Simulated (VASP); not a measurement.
# GaN (Fm-3m) in VASP: single point with r2SCAN

Aim: the single point of GaN with r2SCAN.

Everything below comes from runs of VASP 6.6.1. Logs are shortened: lines on timing, memory, paths and dates and some standing lists are left out, and cuts for length are marked.

## (1) The cell of the first run

Symmetry: Fm-3m, No. 225, cubic system. The conventional cell has a = 4.270 Å, b = 4.270 Å, c = 4.270 Å, α = 90.00°, β = 90.00°, γ = 90.00°. Ga (site symmetry m-3m) has 6 N at 2.14 Å within 2.8 Å. Within 2.8 Å of N (site symmetry m-3m) lie 6 Ga at 2.14 Å.

## (2) Single point, r2SCAN

Input file POSCAR:

```
GaN
1.0
    0.0000000000      2.1352400000      2.1352400000
    2.1352400000      0.0000000000      2.1352400000
    2.1352400000      2.1352400000      0.0000000000
Ga N
1 1
Direct
    0.0000000000      0.0000000000      0.0000000000
    0.5000000000      0.5000000000      0.5000000000
```

Input file INCAR.step1:

```
SYSTEM = GaN
PREC     = Accurate       ! precision mode
ENCUT    = 520            ! plane-wave cutoff, eV
ISMEAR   = 1              ! smearing method
SIGMA    = 0.179          ! smearing width, eV
LREAL    = .False.        ! projectors in reciprocal space
LASPH    = .True.         ! aspherical terms in the spheres
NELM     = 60             ! most SCF steps
ISYM     = 0            
NBANDS   = 16             ! bands
GGA      = PE             ! functional
ALGO     = Normal         ! electronic algorithm
EDIFF    = 1E-4           ! SCF threshold, eV
LWAVE    = .True.         ! write WAVECAR
LCHARG   = .False.        ! write CHGCAR
```

Input file INCAR.step2:

```
SYSTEM = GaN
PREC     = Accurate       ! precision mode
ENCUT    = 520            ! plane-wave cutoff, eV
EDIFF    = 1E-6           ! SCF threshold, eV
ISMEAR   = 1              ! smearing method
SIGMA    = 0.179          ! smearing width, eV
LREAL    = .False.        ! projectors in reciprocal space
LASPH    = .True.         ! aspherical terms in the spheres
NELM     = 60             ! most SCF steps
ALGO     = Normal         ! electronic algorithm
ISIF     = 2              ! what is computed and relaxed
LWAVE    = .False.        ! write WAVECAR
LCHARG   = .True.         ! write CHGCAR
METAGGA  = R2SCAN         ! meta-GGA
LMIXTAU  = .True.       
LELF     = .True.         ! ELF
LVHAR    = .True.       
ISYM     = 0            
NBANDS   = 16             ! bands
ISTART   = 1
```

Input file KPOINTS:

```
Automatic mesh
0
Gamma
  9 9 9
  0.5 0.5 0.5
```

Potentials or basis: VASP PAW PBE potentials, release 64 (Ga_d, N).

On the command line:

```sh
$ cat potpaw_PBE.64/Ga_d/POTCAR potpaw_PBE.64/N/POTCAR > POTCAR
$ cp INCAR.step1 INCAR
$ mpirun -np 1 vasp_std > vasp.out
$ cp INCAR.step2 INCAR
$ mpirun -np 1 vasp_std > vasp.out
```

OUTCAR:

```text
SYSTEM = GaN
   PREC = Accurate
   ENCUT = 520
   EDIFF = 1E-6
   ISMEAR = 1
   LREAL = .False.
   LASPH = .True.
   NELM = 60
   ISIF = 2
   METAGGA = R2SCAN
   ISYM = 0
   ISTART = 1

 ion  position               nearest neighbor table
   1  0.000  0.000  0.000-   2 2.14   2 2.14   2 2.14   2 2.14   2 2.14   2 2.14
   2  0.500  0.500  0.500-   1 2.14   1 2.14   1 2.14   1 2.14   1 2.14   1 2.14

IMPORTANT INFORMATION: All symmetrisations will be switched off!
NOSYMM: (Re-)initialisation of all symmetry stuff for point group C_1.

----------------------------------------------------------------------------------------

                                     Primitive cell

  volume of cell :      19.4702

  direct lattice vectors                    reciprocal lattice vectors
     0.000000000  2.135240000  2.135240000    -0.234165714  0.234165714  0.234165714
     2.135240000  0.000000000  2.135240000     0.234165714 -0.234165714  0.234165714
     2.135240000  2.135240000  0.000000000     0.234165714  0.234165714 -0.234165714

  length of vectors
     3.019685367  3.019685367  3.019685367     0.405586915  0.405586915  0.405586915

  position of ions in fractional coordinates (direct lattice)
     0.000000000  0.000000000  0.000000000
     0.500000000  0.500000000  0.500000000

  ion indices of the primitive-cell ions
   primitive index   ion index
                 1           1
                 2           2

----------------------------------------------------------------------------------------

 KPOINTS: Automatic mesh

Automatic generation of k-mesh.
 Grid dimensions read from file:
 generate k-points for:    9    9    9

 Generating k-lattice:

  Cartesian coordinates                     Fractional coordinates (reciprocal lattice)
    -0.026018413  0.026018413  0.026018413     0.111111111  0.000000000  0.000000000
     0.026018413 -0.026018413  0.026018413     0.000000000  0.111111111  0.000000000
     0.026018413  0.026018413 -0.026018413     0.000000000  0.000000000  0.111111111

  Length of vectors
     0.045065213  0.045065213  0.045065213

  Shift w.r.t. Gamma in fractional coordinates (k-lattice)
     0.500000000  0.500000000  0.500000000

 Subroutine IBZKPT returns following result:
 ===========================================

 Found   1460 irreducible k-points:

 Following reciprocal coordinates:
            Coordinates               Weight
  0.055556  0.055556  0.055556      2.000000
  0.055556  0.000000  0.000000      2.000000
  0.000000  0.000000 -0.055556      2.000000
  0.000000  0.055556  0.000000      2.000000
  0.166667  0.055556  0.055556      2.000000
  0.055556  0.166667  0.055556      2.000000
[... 16 lines left out ...]
  0.000000  0.222222 -0.055556      2.000000
  0.222222  0.000000 -0.055556      2.000000
 [... further k-points ...]
   k-points           NKPTS =   1460   k-points in BZ     NKDIM =   1460   number of bands    NBANDS=     16
   number of dos      NEDOS =    301   number of ions     NIONS =      2
   total plane-waves  NPLWV =  13824
   dimension x,y,z NGX =    24 NGY =   24 NGZ =   24
   dimension x,y,z NGXF=    48 NGYF=   48 NGZF=   48
   ions per type =               1   1
   NGX,Y,Z   is equivalent  to a cutoff of  13.21, 13.21, 13.21 a.u.
   NGXF,Y,Z  is equivalent  to a cutoff of  26.43, 26.43, 26.43 a.u.
 SYSTEM =  GaN
   PREC   = accura    normal or accurate (medium, high low for compatibility)
   ISTART =      1    job   : 0-new  1-cont  2-samecut
   ICHARG =      0    charge: 1-file 2-atom 10-const
   ISPIN  =      1    spin polarized calculation?
   LNONCOLLINEAR =      F non collinear calculations
   LSORBIT =      F    spin-orbit coupling
   LASPH  =      T    aspherical Exc in radial PAW
   ENCUT  =  520.0 eV  38.22 Ry    6.18 a.u.   5.61  5.61  5.61*2*pi/ulx,y,z
   NELM   =     60;   NELMIN=  2; NELMDL=  0     # of ELM steps
   EDIFF  = 0.1E-05   stopping-criterion for ELM
   LREAL  =      F    real-space projection
   EDIFFG = 0.1E-04   stopping-criterion for IOM
   NSW    =      0    number of steps for IOM
   IBRION =     -1    ionic relax: 0-MD 1-quasi-New 2-CG
   NFREE  =      0    steps in history (QN), initial steepest desc. (CG)
   ISIF   =      2    stress and relaxation
   ISYM   =      0    0-nonsym 1-usesym 2-fastsym
   POTIM  = 0.5000    time-step for ionic-motion
   TEBEG  =    0.0;   TEEND  =   0.0 temperature during run
   PSTRESS=    0.0 pullay stress
   NELECT =      18.0000    total number of electrons
   NUPDOWN=      -1.0000    fix difference up-down
   EMIN   =  10.00;   EMAX   =-10.00  energy-range for DOS
   EFERMI =   0.00;   METHOD = LEGACY
   ISMEAR =     1;   SIGMA  =   0.18  broadening in eV -4-tet -1-fermi 0-gaus
   EFERMI_NEDOS =   21; number of points for ismear=-14 and -15
   IALGO  =     38    algorithm
   IMIX   =      4    mixing-type and parameters
     AMIX     =   0.40;   BMIX     =  1.00
     AMIX_MAG =   1.60;   BMIX_MAG =  1.00
  volume/ion in A,a.u.               =       9.74        65.70
  Fermi-wavevector in a.u.,A,eV,Ry     =   1.594810  3.013754 34.605319  2.543419
  Thomas-Fermi vector in A             =   2.692827
   LORBIT       =      0    0 simple, 1 ext, 2 COOP (PROOUT), +10 PAW based schemes
   METAGGA = R2SCAN    functional components
   LHFCALC =     F    Hartree Fock is set to
   AEXX    =    0.0000 exact exchange contribution
   IVDW    =     0    specifies the selected vdW correction
   LEPSILON=     F    determine dielectric tensor
   LRPA    =     F    only Hartree local field effects (RPA)
 non-spin polarized calculation
 Methfessel and Paxton  Order N= 1 SIGMA  =   0.18
  energy-cutoff  :      520.00
  volume of cell :       19.47
 maximum number of plane-waves:       544
   NGX = 11   NGY = 11   NGZ = 11

 number of electron      18.0000005 magnetization

 Free energy of the ion-electron system (eV)
  ---------------------------------------------------
  ext. energy  EPLUGINS =         0.00000000
  ---------------------------------------------------
  free energy    TOTEN  =       -20.96171048 eV

  energy without entropy =      -20.96309289  energy(sigma->0) =      -20.96217129

 E-fermi :   7.3455     XC(G=0): -13.9765

 val. band max:        7.2665930226   @ k =   0.0000   0.2222  -0.1667
 cond. band min:       8.4888445424   @ k =   0.0556  -0.4444  -0.4444
 fundamental gap:      1.2222515199
 Fermi energy:         7.3455311984

 k-point     1 :       0.0556    0.0556    0.0556
  band No.  band energies     occupation
      1     -10.4202      2.00000
      2      -7.1316      2.00000
      3      -7.1263      2.00000
      4      -7.1263      2.00000
      5      -7.0718      2.00000
      6      -7.0718      2.00000
[... 8 lines left out ...]
     15      23.6763      0.00000
     16      23.8538      0.00000

 k-point     2 :       0.0556    0.0000    0.0000
  band No.  band energies     occupation
      1     -10.4202      2.00000
      2      -7.1316      2.00000
      3      -7.1263      2.00000
      4      -7.1263      2.00000
      5      -7.0718      2.00000
      6      -7.0718      2.00000
[... 8 lines left out ...]
     15      23.6762      0.00000
     16      23.8539      0.00000

 k-point     3 :       0.0000    0.0000   -0.0556
  band No.  band energies     occupation
      1     -10.4202      2.00000
      2      -7.1316      2.00000
      3      -7.1263      2.00000
      4      -7.1263      2.00000
      5      -7.0718      2.00000
      6      -7.0718      2.00000
[... 8 lines left out ...]
     15      23.6762      0.00000
     16      23.8539      0.00000

 k-point     4 :       0.0000    0.0556    0.0000
  band No.  band energies     occupation
      1     -10.4202      2.00000
      2      -7.1316      2.00000
      3      -7.1263      2.00000
      4      -7.1263      2.00000
      5      -7.0718      2.00000
      6      -7.0718      2.00000
[... 8 lines left out ...]
     15      23.6762      0.00000
     16      23.8539      0.00000

 k-point     5 :       0.1667    0.0556    0.0556
  band No.  band energies     occupation
      1     -10.1137      2.00000
      2      -7.1426      2.00000
      3      -7.1273      2.00000
      4      -7.1237      2.00000
      5      -7.0978      2.00000
      6      -7.0548      2.00000
[... 8 lines left out ...]
     15      24.2116      0.00000
     16      25.0561      0.00000

 k-point     6 :       0.0556    0.1667    0.0556
  band No.  band energies     occupation
      1     -10.1137      2.00000
      2      -7.1426      2.00000
      3      -7.1273      2.00000
      4      -7.1237      2.00000
      5      -7.0978      2.00000
      6      -7.0548      2.00000
[... 8 lines left out ...]
     15      24.2116      0.00000
     16      25.0561      0.00000

 k-point     7 :       0.0556    0.0556    0.1667
  band No.  band energies     occupation
      1     -10.1137      2.00000
      2      -7.1426      2.00000
      3      -7.1273      2.00000
      4      -7.1237      2.00000
      5      -7.0978      2.00000
      6      -7.0548      2.00000
[... 8 lines left out ...]
     15      24.2116      0.00000
     16      25.0561      0.00000

 k-point     8 :       0.0556    0.0000   -0.1111
  band No.  band energies     occupation
      1     -10.1137      2.00000
      2      -7.1426      2.00000
      3      -7.1272      2.00000
      4      -7.1237      2.00000
      5      -7.0978      2.00000
      6      -7.0549      2.00000
[... 8 lines left out ...]
     15      24.2116      0.00000
     16      25.0560      0.00000

 k-point     9 :       0.1667    0.1111    0.1111
  band No.  band energies     occupation
      1     -10.1137      2.00000
      2      -7.1426      2.00000
      3      -7.1273      2.00000
      4      -7.1238      2.00000
      5      -7.0977      2.00000
      6      -7.0548      2.00000
[... 8 lines left out ...]
     15      24.2116      0.00000
     16      25.0561      0.00000
[... 172 lines left out ...]
 k-point    19 :       0.0556    0.0556    0.2778
  band No.  band energies     occupation
      1      -9.3974      2.00000
      2      -7.1940      2.00000
      3      -7.1825      2.00000
      4      -7.1573      2.00000
      5      -7.0449      2.00000
      6      -6.9980      2.00000
[... 8 lines left out ...]
     15      24.7492      0.00000
     16      26.6111      0.00000

 k-point    20 :       0.0556    0.0000   -0.2222
  band No.  band energies     occupation
      1      -9.3974      2.00000
      2      -7.1940      2.00000
      3      -7.1824      2.00000
      4      -7.1573      2.00000
      5      -7.0449      2.00000
      6      -6.9981      2.00000
[... 8 lines left out ...]
     15      24.7493      0.00000
     16      26.6109      0.00000

 k-point    21 :       0.2778    0.2222    0.2222
  band No.  band energies     occupation
      1      -9.3975      2.00000
      2      -7.1941      2.00000
      3      -7.1825      2.00000
      4      -7.1573      2.00000
      5      -7.0448      2.00000
      6      -6.9980      2.00000
[... 8 lines left out ...]
     15      24.7494      0.00000
     16      26.6111      0.00000

 k-point    22 :       0.0556   -0.2222    0.0000
  band No.  band energies     occupation
      1      -9.3974      2.00000
      2      -7.1940      2.00000
      3      -7.1824      2.00000
      4      -7.1573      2.00000
      5      -7.0449      2.00000
      6      -6.9981      2.00000
[... 8 lines left out ...]
     15      24.7493      0.00000
     16      26.6109      0.00000

 k-point    23 :       0.0000    0.2222   -0.0556
  band No.  band energies     occupation
      1      -9.3974      2.00000
      2      -7.1940      2.00000
      3      -7.1824      2.00000
      4      -7.1573      2.00000
      5      -7.0449      2.00000
      6      -6.9981      2.00000
[... 8 lines left out ...]
     15      24.7493      0.00000
     16      26.6109      0.00000

 k-point    24 :       0.2222    0.0000   -0.0556
  band No.  band energies     occupation
      1      -9.3974      2.00000
      2      -7.1940      2.00000
      3      -7.1824      2.00000
      4      -7.1573      2.00000
      5      -7.0449      2.00000
      6      -6.9981      2.00000
[... 8 lines left out ...]
     15      24.7493      0.00000
     16      26.6109      0.00000

 [... further k-points ...]

------------------------ aborting loop because EDIFF is reached ----------------------------------------

  FORCE on cell =-STRESS in cart. coord.  units (eV):
  Direction    XX          YY          ZZ          XY          YZ          ZX
  --------------------------------------------------------------------------------------
  -------------------------------------------------------------------------------------
  Total       -0.9017271     -0.9017266     -0.9017242     -0.0001825     -0.0001823     -0.0001823
  in kB      -74.2019980    -74.2019570    -74.2017661     -0.0150185     -0.0150041     -0.0150021
  external PRESSURE =     -74.2019070 kB  Pullay stress =       0.0000000 kB

 VOLUME and BASIS-vectors are now :
 -----------------------------------------------------------------------------
  energy-cutoff  :      520.00
  volume of cell :       19.47
      direct lattice vectors                 reciprocal lattice vectors
     0.000000000  2.135240000  2.135240000    -0.234165714  0.234165714  0.234165714
     2.135240000  0.000000000  2.135240000     0.234165714 -0.234165714  0.234165714
     2.135240000  2.135240000  0.000000000     0.234165714  0.234165714 -0.234165714

 POSITION                                       TOTAL-FORCE (eV/Angst)
 -----------------------------------------------------------------------------------
      0.00000      0.00000      0.00000         0.000003     -0.000000      0.000000
      2.13524      2.13524      2.13524        -0.000003      0.000000     -0.000000
 -----------------------------------------------------------------------------------
    total drift:                                0.000000      0.000000     -0.000000

  FREE ENERGIE OF THE ION-ELECTRON SYSTEM (eV)
  ---------------------------------------------------
  free  energy   TOTEN  =       -20.9617104811 eV

  energy  without entropy=      -20.9630928937  energy(sigma->0) =      -20.96217129
```

It took 33 min on 1 thread of AMD EPYC 7R43 (Zen 3), shared host; peak memory 0.49 GiB.

Results:

* Free energy: -20.9617 eV
* Pressure: -7.4 GPa
* Band gap on the k mesh: 1.22 eV, indirect (least direct gap 3.29 eV)

Caveat: the PAW data sets were made with another functional, which shifts forces and pressure a little.
